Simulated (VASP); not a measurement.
Na: single point with revPBE

Na:

```xyz
1
Lattice="3.4856 0.0000 0.0000 0.0000 3.4856 0.0000 0.0000 0.0000 3.4856" Properties=species:S:1:pos:R:3 pbc="T T T"
Na    0.0000    0.0000    0.0000
```

| Item | Value |
| --- | --- |
| Program | VASP 6.6.1 |
| Task | single point |
| Functional | revPBE |
| Potentials or basis | VASP PAW PBE potentials, release 64 (Na_pv) |
| Cutoff | 500 eV |
| k mesh | 15 × 15 × 15 |
| Occupations | fermi-dirac, width 0.1 eV |
| Spin | no spin polarisation |

```json
{
  "Pressure": "0.0 GPa"
}
```

Levels at points of the mesh, in eV from the Fermi level:
| k point | band 2 | band 3 | band 4 | band 5 | band 6 | band 7 |
| --- | --- | --- | --- | --- | --- | --- |
| (0.00, 0.00, 0.00) | -25.18 | -25.18 | -3.00 | 7.96 | 7.96 | 9.12 |

Run time: 14 s on 1 thread of AMD EPYC 9R45 96-Core Processor (Zen 5) (shared host), peak memory 0.14 GiB.

Caveat: the PAW data sets were made with another functional, which shifts forces and pressure a little.
